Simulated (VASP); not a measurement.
# BN (P1) in VASP: single point with r2SCAN

Aim: the single point of BN with r2SCAN.

Program: VASP 6.6.1. These are calculated values, not measurements. Logs are shortened: lines on timing, memory, paths and dates and some standing lists are left out, and cuts for length are marked.

**1. The cell of the first run**

The typed cell holds 4 atoms: a = 2.474 Å, b = 2.580 Å, c = 4.176 Å, α = 91.66°, β = 90.44°, γ = 121.75°.

**2. Single point, r2SCAN (atoms moved at random and the cell strained at random)**

File POSCAR:

```
BN
1.0
    2.4731317913     -0.0687543416     -0.0102535957
   -1.2961089021      2.2301410332     -0.0370279420
   -0.0169595452     -0.0805107358      4.1751617165
B N
2 2
Direct
    0.7695990767      0.3406327772      0.9457713017
    0.2774322785      0.4382830737      0.4791753168
    0.6681733655      0.4685493129      0.6702149528
    0.2847952793      0.7525348362      0.1548384286
```

File INCAR.step1:

```
PREC     = Accurate       # precision mode
ENCUT    = 520            # plane-wave cutoff, eV
ISMEAR   = 0              # smearing method
SIGMA    = 0.05           # smearing width, eV
LREAL    = False          # projectors in reciprocal space
LASPH    = True           # aspherical terms in the spheres
NELM     = 80             # most SCF steps
NBANDS   = 16             # bands
GGA      = PE             # functional
ALGO     = Normal         # electronic algorithm
EDIFF    = 1E-4           # SCF threshold, eV
LWAVE    = True           # write WAVECAR
LCHARG   = False          # write CHGCAR
```

File INCAR.step2:

```
PREC     = Accurate       # precision mode
ENCUT    = 520            # plane-wave cutoff, eV
EDIFF    = 1E-6           # SCF threshold, eV
ISMEAR   = 0              # smearing method
SIGMA    = 0.05           # smearing width, eV
LREAL    = False          # projectors in reciprocal space
LASPH    = True           # aspherical terms in the spheres
NELM     = 80             # most SCF steps
ALGO     = Normal         # electronic algorithm
ISIF     = 2              # what is computed and relaxed
LWAVE    = False          # write WAVECAR
LCHARG   = False          # write CHGCAR
METAGGA  = R2SCAN         # meta-GGA
LMIXTAU  = True         
NBANDS   = 16             # bands
ISTART   = 1
```

File KPOINTS:

```
Automatic mesh
0
Gamma
  12 12 6
```

Potentials or basis: VASP PAW PBE potentials, release 64 (B, N).

Launch:

```
$ cat potpaw_PBE.64/B/POTCAR potpaw_PBE.64/N/POTCAR > POTCAR
$ cp INCAR.step1 INCAR
$ mpirun -np 1 vasp_std > vasp.out
$ cp INCAR.step2 INCAR
$ mpirun -np 1 vasp_std > vasp.out
```

OUTCAR:

```text
PREC = Accurate
   ENCUT = 520
   EDIFF = 1E-6
   ISMEAR = 0
   LREAL = False
   LASPH = True
   NELM = 80
   ISIF = 2
   METAGGA = R2SCAN
   ISTART = 1

 ion  position               nearest neighbor table
   1  0.770  0.341  0.946-   3 1.27   4 1.42   4 1.64
   2  0.277  0.438  0.479-   3 1.22   4 1.59   3 1.75
   3  0.668  0.469  0.670-   2 1.22   1 1.27   2 1.75
   4  0.285  0.753  0.155-   1 1.42   2 1.59   1 1.64

  LATTYP: Found a triclinic cell.
 ALAT       =     6.4494429775
 B/A-ratio  =     1.0001371486
 C/A-ratio  =     0.9314234473
 COS(alpha) =     0.0004423550
 COS(beta)  =     0.7005136578
 COS(gamma) =     0.7081715220

  Lattice vectors:

 A1 = (   6.1232864718,   2.0238780084,  -0.0677887291)
 A2 = (   4.9293040374,  -0.2180194190,   4.1546545251)
 A3 = (   3.6671142257,   2.1731430858,  -4.2326968499)

Analysis of symmetry for initial positions (statically):
=====================================================================
 Subroutine PRICEL returns:
 Original cell was already a primitive cell.

 Routine SETGRP: Setting up the symmetry group for a
 triclinic supercell.

 Subroutine GETGRP returns: Found  1 space group operations
 (whereof  1 operations were pure point group operations)
 out of a pool of  2 trial point group operations.

The static configuration has the point symmetry C_1 .

Analysis of symmetry for dynamics (positions and initial velocities):
=====================================================================
 Subroutine PRICEL returns:
 Original cell was already a primitive cell.

 Routine SETGRP: Setting up the symmetry group for a
 triclinic supercell.

 Subroutine GETGRP returns: Found  1 space group operations
 (whereof  1 operations were pure point group operations)
 out of a pool of  2 trial point group operations.

The dynamic configuration has the point symmetry C_1 .

 Subroutine INISYM returns: Found  1 space group operations
 (whereof  1 operations are pure point group operations),
 and found     1 'primitive' translations

----------------------------------------------------------------------------------------

                                     Primitive cell

  volume of cell :      22.6469

  direct lattice vectors                    reciprocal lattice vectors
     2.473131791 -0.068754342 -0.010253596     0.411015337  0.238977304  0.006277810
    -1.296108902  2.230141033 -0.037027942     0.012711946  0.455936872  0.008843586
    -0.016959545 -0.080510736  4.175161716     0.001122132  0.004630427  0.239605529

  length of vectors
     2.474108557  2.579689590  4.175972338     0.475482040  0.456199774  0.239652893

  position of ions in fractional coordinates (direct lattice)
     0.769599077  0.340632777  0.945771302
     0.277432279  0.438283074  0.479175317
     0.668173366  0.468549313  0.670214953
     0.284795279  0.752534836  0.154838429

  ion indices of the primitive-cell ions
   primitive index   ion index
                 1           1
                 2           2
                 3           3
                 4           4

----------------------------------------------------------------------------------------

 KPOINTS: Automatic mesh

Automatic generation of k-mesh.
 Grid dimensions read from file:
 generate k-points for:   12   12    6

 Generating k-lattice:

  Cartesian coordinates                     Fractional coordinates (reciprocal lattice)
     0.034251278  0.019914775  0.000523151     0.083333333 -0.000000000  0.000000000
     0.001059329  0.037994739  0.000736966    -0.000000000  0.083333333  0.000000000
     0.000187022  0.000771738  0.039934255     0.000000000  0.000000000  0.166666667

  Length of vectors
     0.039623503  0.038016648  0.039942149

  Shift w.r.t. Gamma in fractional coordinates (k-lattice)
     0.000000000  0.000000000  0.000000000

 Subroutine IBZKPT returns following result:
 ===========================================

 Found    436 irreducible k-points:

 Following reciprocal coordinates:
            Coordinates               Weight
  0.000000  0.000000  0.000000      1.000000
  0.083333 -0.000000  0.000000      2.000000
  0.166667 -0.000000  0.000000      2.000000
  0.250000 -0.000000  0.000000      2.000000
  0.333333  0.000000 -0.000000      2.000000
  0.416667  0.000000  0.000000      2.000000
[... 16 lines left out ...]
  0.250000  0.166667 -0.000000      2.000000
  0.333333  0.166667 -0.000000      2.000000
 [... further k-points ...]
   k-points           NKPTS =    436   k-points in BZ     NKDIM =    436   number of bands    NBANDS=     16
   number of dos      NEDOS =    301   number of ions     NIONS =      4
   total plane-waves  NPLWV =  11520
   dimension x,y,z NGX =    18 NGY =   20 NGZ =   32
   dimension x,y,z NGXF=    36 NGYF=   40 NGZF=   64
   ions per type =               2   2
   NGX,Y,Z   is equivalent  to a cutoff of  12.09, 12.89, 12.74 a.u.
   NGXF,Y,Z  is equivalent  to a cutoff of  24.19, 25.78, 25.48 a.u.
 SYSTEM =  unknown system
   PREC   = accura    normal or accurate (medium, high low for compatibility)
   ISTART =      1    job   : 0-new  1-cont  2-samecut
   ICHARG =      0    charge: 1-file 2-atom 10-const
   ISPIN  =      1    spin polarized calculation?
   LNONCOLLINEAR =      F non collinear calculations
   LSORBIT =      F    spin-orbit coupling
   LASPH  =      T    aspherical Exc in radial PAW
   ENCUT  =  520.0 eV  38.22 Ry    6.18 a.u.   4.60  4.80  7.76*2*pi/ulx,y,z
   NELM   =     80;   NELMIN=  2; NELMDL=  0     # of ELM steps
   EDIFF  = 0.1E-05   stopping-criterion for ELM
   LREAL  =      F    real-space projection
   EDIFFG = 0.1E-04   stopping-criterion for IOM
   NSW    =      0    number of steps for IOM
   IBRION =     -1    ionic relax: 0-MD 1-quasi-New 2-CG
   NFREE  =      0    steps in history (QN), initial steepest desc. (CG)
   ISIF   =      2    stress and relaxation
   ISYM   =      2    0-nonsym 1-usesym 2-fastsym
   POTIM  = 0.5000    time-step for ionic-motion
   TEBEG  =    0.0;   TEEND  =   0.0 temperature during run
   PSTRESS=    0.0 pullay stress
   NELECT =      16.0000    total number of electrons
   NUPDOWN=      -1.0000    fix difference up-down
   EMIN   =  10.00;   EMAX   =-10.00  energy-range for DOS
   EFERMI =   0.00;   METHOD = LEGACY
   ISMEAR =     0;   SIGMA  =   0.05  broadening in eV -4-tet -1-fermi 0-gaus
   EFERMI_NEDOS =   21; number of points for ismear=-14 and -15
   IALGO  =     38    algorithm
   IMIX   =      4    mixing-type and parameters
     AMIX     =   0.40;   BMIX     =  1.00
     AMIX_MAG =   1.60;   BMIX_MAG =  1.00
  volume/ion in A,a.u.               =       5.66        38.21
  Fermi-wavevector in a.u.,A,eV,Ry     =   1.458071  2.755355 28.925589  2.125971
  Thomas-Fermi vector in A             =   2.574798
   LORBIT       =      0    0 simple, 1 ext, 2 COOP (PROOUT), +10 PAW based schemes
   METAGGA = R2SCAN    functional components
   LHFCALC =     F    Hartree Fock is set to
   AEXX    =    0.0000 exact exchange contribution
   IVDW    =     0    specifies the selected vdW correction
   LEPSILON=     F    determine dielectric tensor
   LRPA    =     F    only Hartree local field effects (RPA)
 non-spin polarized calculation
 Gauss-broadening in eV      SIGMA  =   0.05
  energy-cutoff  :      520.00
  volume of cell :       22.65
 maximum number of plane-waves:       628
   NGX =  9   NGY =  9   NGZ = 15

 number of electron      15.9999999 magnetization

 Free energy of the ion-electron system (eV)
  ---------------------------------------------------
  ext. energy  EPLUGINS =         0.00000000
  ---------------------------------------------------
  free energy    TOTEN  =       -31.63573614 eV

  energy without entropy =      -31.63573614  energy(sigma->0) =      -31.63573614

 E-fermi :   9.8957     XC(G=0): -13.8475

 val. band max:        9.6456038846   @ k =  -0.0000   0.0000   0.5000
 cond. band min:      10.1151790243   @ k =   0.3333   0.3333   0.0000
 fundamental gap:      0.4695751397
 Fermi energy:         9.8956843262

 k-point     1 :       0.0000    0.0000    0.0000
  band No.  band energies     occupation
      1     -14.3110      2.00000
      2      -9.7677      2.00000
      3      -4.2949      2.00000
      4       2.6285      2.00000
      5       6.0355      2.00000
      6       7.1053      2.00000
[... 8 lines left out ...]
     15      26.1402      0.00000
     16      27.5890      0.00000

 k-point     2 :       0.0833   -0.0000    0.0000
  band No.  band energies     occupation
      1     -14.1443      2.00000
      2      -9.6253      2.00000
      3      -4.1575      2.00000
      4       2.4172      2.00000
      5       5.5662      2.00000
      6       6.6865      2.00000
[... 8 lines left out ...]
     15      26.5932      0.00000
     16      27.6702      0.00000

 k-point     3 :       0.1667   -0.0000    0.0000
  band No.  band energies     occupation
      1     -13.6514      2.00000
      2      -9.2159      2.00000
      3      -3.7579      2.00000
      4       1.7032      2.00000
      5       4.4716      2.00000
      6       5.6833      2.00000
[... 8 lines left out ...]
     15      27.1350      0.00000
     16      27.4906      0.00000

 k-point     4 :       0.2500   -0.0000    0.0000
  band No.  band energies     occupation
      1     -12.8586      2.00000
      2      -8.6073      2.00000
      3      -3.1482      2.00000
      4       0.4531      2.00000
      5       3.2316      2.00000
      6       4.3688      2.00000
[... 8 lines left out ...]
     15      26.7447      0.00000
     16      27.6572      0.00000
[... 324 lines left out ...]
 k-point    22 :       0.1667    0.1667    0.0000
  band No.  band energies     occupation
      1     -12.4728      2.00000
      2      -8.3432      2.00000
      3      -2.7526      2.00000
      4       0.8617      2.00000
      5       1.7637      2.00000
      6       3.2584      2.00000
[... 8 lines left out ...]
     15      26.9879      0.00000
     16      28.9663      0.00000

 k-point    23 :       0.2500    0.1667   -0.0000
  band No.  band energies     occupation
      1     -11.5027      2.00000
      2      -7.7780      2.00000
      3      -2.1448      2.00000
      4      -0.3091      2.00000
      5       0.8118      2.00000
      6       2.4466      2.00000
[... 8 lines left out ...]
     15      26.8325      0.00000
     16      28.6958      0.00000

 k-point    24 :       0.3333    0.1667   -0.0000
  band No.  band energies     occupation
      1     -10.5065      2.00000
      2      -7.4974      2.00000
      3      -2.1802      2.00000
      4      -0.7152      2.00000
      5       0.2442      2.00000
      6       1.9607      2.00000
[... 8 lines left out ...]
     15      27.0897      0.00000
     16      28.6094      0.00000

 [... further k-points ...]

------------------------ aborting loop because EDIFF is reached ----------------------------------------

  FORCE on cell =-STRESS in cart. coord.  units (eV):
  Direction    XX          YY          ZZ          XY          YZ          ZX
  --------------------------------------------------------------------------------------
  -------------------------------------------------------------------------------------
  Total       17.2605726      8.4986931     11.2444155      1.1356017      3.2200508      7.6542663
  in kB     1221.1169180    601.2487664    795.4977142     80.3393056    227.8057958    541.5089198
  external PRESSURE =     872.6211329 kB  Pullay stress =       0.0000000 kB

 VOLUME and BASIS-vectors are now :
 -----------------------------------------------------------------------------
  energy-cutoff  :      520.00
  volume of cell :       22.65
      direct lattice vectors                 reciprocal lattice vectors
     2.473131791 -0.068754342 -0.010253596     0.411015337  0.238977304  0.006277810
    -1.296108902  2.230141033 -0.037027942     0.012711946  0.455936872  0.008843586
    -0.016959545 -0.080510736  4.175161716     0.001122132  0.004630427  0.239605529

 POSITION                                       TOTAL-FORCE (eV/Angst)
 -----------------------------------------------------------------------------------
      1.44578      0.63060      3.92824         0.100202     -2.256647     11.569122
      0.10994      0.91978      1.98156        -9.558942      2.199287     -8.573218
      1.03382      0.94503      2.77406         7.781649      0.389691     -2.636008
     -0.27366      1.64621      0.61569         1.677092     -0.332331     -0.359896
 -----------------------------------------------------------------------------------
    total drift:                               -0.000260      0.000061     -0.000103

  FREE ENERGIE OF THE ION-ELECTRON SYSTEM (eV)
  ---------------------------------------------------
  free  energy   TOTEN  =       -31.6357361357 eV

  energy  without entropy=      -31.6357361357  energy(sigma->0) =      -31.63573614
```

Wall time 4.9 min (1 thread of AMD EPYC 9R45 (Zen 5), shared host); peak memory 0.21 GiB.

Results:

| Property | Result |
| --- | --- |
| Free energy | -31.6357 eV |
| Pressure | 87.3 GPa |
| Largest force | 13.027 eV/Å |
| Band gap on the k mesh | 0.47 eV (least direct gap 3.22 eV) |

Forces on the atoms (eV/Å):
```
B    0.100 -2.257 11.569
B   -9.559  2.199 -8.573
N    7.782  0.390 -2.636
N    1.677 -0.332 -0.360
```

Stress tensor (GPa, compression positive):
```
122.11   8.03  54.15
  8.03  60.12  22.78
 54.15  22.78  79.55
```

Caveat: the cell differs from its parent crystal (atoms moved at random and the cell strained at random); the stress differs along the axes, from 60 to 122 GPa; semilocal functionals underestimate gaps, and a narrow one can read as zero; the PAW data sets were made with another functional, which shifts forces and pressure a little.
